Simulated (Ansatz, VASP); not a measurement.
**MoS2 in VASP and in Ansatz**

File INCAR:

```
SYSTEM = MoS2
ALGO = Normal ; EDIFF = 1E-6
ENCUT = 500 ; GGA = PE
GGA_COMPAT = .False. ; ISIF = 2
ISMEAR = 0 ; IVDW = 12
LASPH = .True. ; LCHARG = .False.
LREAL = .False. ; LWAVE = .False.
NBANDS = 20 ; NELM = 120
PREC = Accurate ; SIGMA = 0.05
```

KPOINTS

```
k-points
0
Gamma
  12 12 4
  0 0 0
```

File POSCAR:

```
MoS2
1.0
    3.0696848962      0.0000000000      0.0000000000
   -1.5348424481      2.6584251017      0.0000000000
    0.0000000000      0.0000000000      6.9945840045
Mo S
1 2
Direct
    0.0000000000      0.0000000000      0.0000000000
    0.3333333333      0.6666666667      0.2357940733
    0.3333333333      0.6666666667      0.7642059267
```

Input for Ansatz:

```yaml
crystal:
  lattice:
    - [3.0696848962, 0.0, 0.0]
    - [-1.5348424481, 2.6584251017, 0.0]
    - [0.0, 0.0, 6.9945840045]
  atoms:
    - { symbol: Mo, position: [0.0, 0.0, 0.0] }
    - { symbol: S, position: [0.3333333333, 0.6666666667, 0.2357940733] }
    - { symbol: S, position: [0.3333333333, 0.6666666667, 0.7642059267] }
basis:
  ecutwfc: 420
kpoints:
  mp_grid: { grid: [12, 12, 4] }
hamiltonian:
  xc: pbe
  dispersion: d3bj
scf:
  occupations: { method: gaussian, width: 0.05 }
output:
  forces: true
  stress: true
  eigenvalues: true
```

Alike in both runs: task single point; functional PBE; dispersion D3(BJ); k mesh 12 × 12 × 4; occupations gaussian, width 0.05 eV; no spin polarisation.

|  | VASP | Ansatz |
| --- | --- | --- |
| version | VASP 6.6.1 | Ansatz 0.2.0 |
| potentials or method | VASP PAW PBE potentials, release 64 (Mo_sv, S), cutoff 500 eV | scalar-relativistic, plane waves, PAW |
| valence electrons in the cell | 26 | 26 |

```csv
,VASP,Ansatz,Ansatz less VASP
gap on the k mesh at the Fermi level (eV),1.27,1.27,0.000
least direct gap on the mesh (eV),2.17,2.16,-0.004
pressure (GPa),-0.8,-0.7,+0.11
"traceless stress, the component that is largest in VASP (GPa)",-9.06,-9.01,+0.050
rms of the force components (eV/Å),0.440,0.435,-0.0049
```

Atom by atom the forces differ by 0.005 eV/Å (rms over components).
